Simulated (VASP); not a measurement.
# Se (P3_121) in VASP: notebook

Se is run at these levels: r2SCAN; tasks: single point.

Everything below comes from runs of VASP 6.6.1. Logs are shortened: lines on timing, memory, paths and dates and some standing lists are left out, and cuts for length are marked.

## (1) The cell of the first run

The structure is trigonal, space group P3_121 (No. 152). Conventional cell: a = 4.505 Å, b = 4.505 Å, c = 4.979 Å, α = 90.00°, β = 90.00°, γ = 120.00°. Within 3.1 Å of Se (site symmetry 2) lie 2 Se at 2.38 Å.

## (2) Single point, r2SCAN

POSCAR reads:

```
Se
1.0
    4.5048207000      0.0000000000      0.0000000000
   -2.2524103500      3.9012891700      0.0000000000
    0.0000000000      0.0000000000      4.9787963200
Se
3
Direct
    0.2178929800      0.0000000000      0.3333333300
    0.0000000000      0.2178929800      0.6666666700
    0.7821070200      0.7821070200      0.0000000000
```

INCAR.step1 reads:

```
PREC = Accurate
ENCUT = 520
ISMEAR = 0
SIGMA = 0.1
LREAL = F
LASPH = T
NELM = 100
NBANDS = 16
GGA = PE
ALGO = Normal
EDIFF = 1E-4
LWAVE = T
LCHARG = F
```

INCAR.step2 reads:

```
PREC = Accurate
ENCUT = 520
EDIFF = 1E-6
ISMEAR = 0
SIGMA = 0.1
LREAL = F
LASPH = T
NELM = 100
ALGO = Normal
ISIF = 2
LWAVE = F
LCHARG = F
METAGGA = R2SCAN
LMIXTAU = T
NBANDS = 16
ISTART = 1
```

KPOINTS reads:

```
Automatic mesh
0
Gamma
  6 6 4
```

Potentials or basis: VASP PAW PBE potentials, release 64 (Se).

Command:

```console
> cat potpaw_PBE.64/Se/POTCAR > POTCAR
> cp INCAR.step1 INCAR
> mpirun -np 1 vasp_std > vasp.out
> cp INCAR.step2 INCAR
> mpirun -np 1 vasp_std > vasp.out
```

OUTCAR:

```text
PREC = Accurate
   ENCUT = 520
   EDIFF = 1E-6
   ISMEAR = 0
   LREAL = F
   LASPH = T
   NELM = 100
   ISIF = 2
   METAGGA = R2SCAN
   ISTART = 1

 ion  position               nearest neighbor table
   1  0.218  0.000  0.333-   3 2.38   2 2.38
   2  0.000  0.218  0.667-   3 2.38   1 2.38
   3  0.782  0.782  0.000-   1 2.38   2 2.38

  LATTYP: Found a hexagonal cell.
 ALAT       =     4.5048207000
 C/A-ratio  =     1.1052152020

  Lattice vectors:

 A1 = (   4.5048207000,   0.0000000000,   0.0000000000)
 A2 = (  -2.2524103500,   3.9012891700,   0.0000000000)
 A3 = (   0.0000000000,   0.0000000000,   4.9787963200)

Analysis of symmetry for initial positions (statically):
=====================================================================
 Subroutine PRICEL returns:
 Original cell was already a primitive cell.

 Routine SETGRP: Setting up the symmetry group for a
 hexagonal supercell.

 Subroutine GETGRP returns: Found  6 space group operations
 (whereof  2 operations were pure point group operations)
 out of a pool of 24 trial point group operations.

The static configuration has the point symmetry C_2 .
 The point group associated with its full space group is D_3 .

Analysis of symmetry for dynamics (positions and initial velocities):
=====================================================================
 Subroutine PRICEL returns:
 Original cell was already a primitive cell.

 Routine SETGRP: Setting up the symmetry group for a
 hexagonal supercell.

 Subroutine GETGRP returns: Found  6 space group operations
 (whereof  2 operations were pure point group operations)
 out of a pool of 24 trial point group operations.

The dynamic configuration has the point symmetry C_2 .
 The point group associated with its full space group is D_3 .

 Subroutine INISYM returns: Found  6 space group operations
 (whereof  2 operations are pure point group operations),
 and found     1 'primitive' translations

----------------------------------------------------------------------------------------

                                     Primitive cell

  volume of cell :      87.5004

  direct lattice vectors                    reciprocal lattice vectors
     4.504820700  0.000000000  0.000000000     0.221984418  0.128162763  0.000000000
    -2.252410350  3.901289170  0.000000000     0.000000000  0.256325526  0.000000000
[... 86 lines left out ...]
   EDIFF  = 0.1E-05   stopping-criterion for ELM
   LREAL  =      F    real-space projection
   EDIFFG = 0.1E-04   stopping-criterion for IOM
   NSW    =      0    number of steps for IOM
   IBRION =     -1    ionic relax: 0-MD 1-quasi-New 2-CG
   NFREE  =      0    steps in history (QN), initial steepest desc. (CG)
   ISIF   =      2    stress and relaxation
   ISYM   =      2    0-nonsym 1-usesym 2-fastsym
   POTIM  = 0.5000    time-step for ionic-motion
   TEBEG  =    0.0;   TEEND  =   0.0 temperature during run
   PSTRESS=    0.0 pullay stress
   NELECT =      18.0000    total number of electrons
   NUPDOWN=      -1.0000    fix difference up-down
   EMIN   =  10.00;   EMAX   =-10.00  energy-range for DOS
   EFERMI =   0.00;   METHOD = LEGACY
   ISMEAR =     0;   SIGMA  =   0.10  broadening in eV -4-tet -1-fermi 0-gaus
   EFERMI_NEDOS =   21; number of points for ismear=-14 and -15
   IALGO  =     38    algorithm
   IMIX   =      4    mixing-type and parameters
     AMIX     =   0.40;   BMIX     =  1.00
     AMIX_MAG =   1.60;   BMIX_MAG =  1.00
  volume/ion in A,a.u.               =      29.17       196.83
  Fermi-wavevector in a.u.,A,eV,Ry     =   0.966412  1.826254 12.707191  0.933952
  Thomas-Fermi vector in A             =   2.096211
   LORBIT       =      0    0 simple, 1 ext, 2 COOP (PROOUT), +10 PAW based schemes
   METAGGA = R2SCAN    functional components
   LHFCALC =     F    Hartree Fock is set to
   AEXX    =    0.0000 exact exchange contribution
   IVDW    =     0    specifies the selected vdW correction
   LEPSILON=     F    determine dielectric tensor
   LRPA    =     F    only Hartree local field effects (RPA)
 non-spin polarized calculation
 Gauss-broadening in eV      SIGMA  =   0.10
  energy-cutoff  :      520.00
  volume of cell :       87.50
 maximum number of plane-waves:      2389
 NGX is ok and might be reduce to    36
   NGX = 17   NGY = 17   NGZ = 19

 number of electron      18.0000000 magnetization

 Free energy of the ion-electron system (eV)
  ---------------------------------------------------
  ext. energy  EPLUGINS =         0.00000000
  ---------------------------------------------------
  free energy    TOTEN  =       -42.92659280 eV

  energy without entropy =      -42.92659280  energy(sigma->0) =      -42.92659280

 E-fermi :   2.2282     XC(G=0):  -8.9330

 val. band max:        1.7705253984   @ k =   0.5000   0.0000   0.5000
 cond. band min:       3.1099670998   @ k =   0.3333   0.3333   0.5000
 fundamental gap:      1.3394417014
 Fermi energy:         2.2282061667

 k-point     1 :       0.0000    0.0000    0.0000
  band No.  band energies     occupation
      1     -14.4692      2.00000
      2     -10.2609      2.00000
      3     -10.2609      2.00000
      4      -2.2135      2.00000
      5      -2.2135      2.00000
      6      -1.9096      2.00000
[... 433 lines left out ...]
      3      -8.9566      2.00000
      4      -3.9851      2.00000
      5      -3.0141      2.00000
      6      -3.0141      2.00000
[... 8 lines left out ...]
     15      10.8680      0.00000
     16      10.8680      0.00000

------------------------ aborting loop because EDIFF is reached ----------------------------------------

  FORCE on cell =-STRESS in cart. coord.  units (eV):
  Direction    XX          YY          ZZ          XY          YZ          ZX
  --------------------------------------------------------------------------------------
  -------------------------------------------------------------------------------------
  Total       -0.0377556     -0.0377556      0.0339677      0.0000000      0.0000000      0.0000000
  in kB       -0.6913252     -0.6913252      0.6219660      0.0000000      0.0000000      0.0000000
  external PRESSURE =      -0.2535614 kB  Pullay stress =       0.0000000 kB

 VOLUME and BASIS-vectors are now :
 -----------------------------------------------------------------------------
  energy-cutoff  :      520.00
  volume of cell :       87.50
      direct lattice vectors                 reciprocal lattice vectors
     4.504820700  0.000000000  0.000000000     0.221984418  0.128162763  0.000000000
    -2.252410350  3.901289170  0.000000000     0.000000000  0.256325526  0.000000000
     0.000000000  0.000000000  4.978796320     0.000000000  0.000000000  0.200851759

 POSITION                                       TOTAL-FORCE (eV/Angst)
 -----------------------------------------------------------------------------------
      0.98157      0.00000      1.65960        -0.025466      0.000000     -0.000000
     -0.49078      0.85006      3.31920         0.012733     -0.022054      0.000000
      1.76163      3.05123      0.00000         0.012733      0.022054      0.000000
 -----------------------------------------------------------------------------------
    total drift:                                0.000003     -0.000003      0.000000

  FREE ENERGIE OF THE ION-ELECTRON SYSTEM (eV)
  ---------------------------------------------------
  free  energy   TOTEN  =       -42.9265927963 eV

  energy  without entropy=      -42.9265927963  energy(sigma->0) =      -42.92659280
```

OSZICAR.step1:

```text
N       E                     dE             d eps       ncg     rms          rms(c)
DAV:   1     0.846477527827E+02    0.84648E+02   -0.71935E+03   768   0.928E+02
DAV:   2    -0.484015944967E+01   -0.89488E+02   -0.85669E+02  1024   0.155E+02
DAV:   3    -0.105393602155E+02   -0.56992E+01   -0.56814E+01   992   0.446E+01
DAV:   4    -0.105821875806E+02   -0.42827E-01   -0.42822E-01  1008   0.456E+00
DAV:   5    -0.105825100699E+02   -0.32249E-03   -0.32249E-03   984   0.395E-01    0.677E+00
DAV:   6    -0.105185408062E+02    0.63969E-01   -0.37389E-02   944   0.119E+00    0.418E+00
DAV:   7    -0.104960176402E+02    0.22523E-01   -0.76940E-02   904   0.168E+00    0.204E-01
DAV:   8    -0.104954518576E+02    0.56578E-03   -0.87423E-03   888   0.565E-01    0.995E-02
DAV:   9    -0.104955766535E+02   -0.12480E-03   -0.28760E-04  1080   0.109E-01    0.332E-02
DAV:  10    -0.104956288284E+02   -0.52175E-04   -0.54698E-05   632   0.502E-02
   1 F= -.10495629E+02 E0= -.10495629E+02  d E =-.141013E-11
```

Run time: 3.2 min. Hardware: 1 thread of AMD EPYC 7R43 (Zen 3), shared host; peak memory 0.19 GiB.

Results:

| Item | Value |
| --- | --- |
| Free energy | -42.9266 eV |
| Pressure | 0.0 GPa |
| Largest force | 0.025 eV/Å |
| Band gap on the k mesh | 1.34 eV, indirect (least direct gap 1.61 eV) |

Forces in eV/Å, atoms in the order of the input:
```
Se  -0.025  0.000  0.000
Se   0.013 -0.022  0.000
Se   0.013  0.022  0.000
```

Stress tensor (GPa, compression positive):
```
-0.07  0.00  0.00
 0.00 -0.07  0.00
 0.00  0.00  0.06
```

Levels at points of the mesh, in eV from the valence-band top:
| k point | band 7 | band 8 | band 9 | band 10 | band 11 | band 12 |
| --- | --- | --- | --- | --- | --- | --- |
| (0.00, 0.00, 0.00) | -2.07 | -2.07 | -0.40 | 2.25 | 2.25 | 2.55 |
| (0.50, 0.00, 0.00) | -2.74 | -1.86 | -0.97 | 2.30 | 2.74 | 4.21 |
| (0.00, 0.00, 0.50) | -1.46 | -1.46 | -1.07 | 1.56 | 1.62 | 1.62 |
| (0.50, 0.00, 0.50) | -1.68 | -1.22 | 0.00 | 1.84 | 2.88 | 3.27 |

Caveat: the PAW data sets were made with another functional, which shifts forces and pressure a little. A k mesh can miss the band edges.

(Part 1 of 2 ends here.)
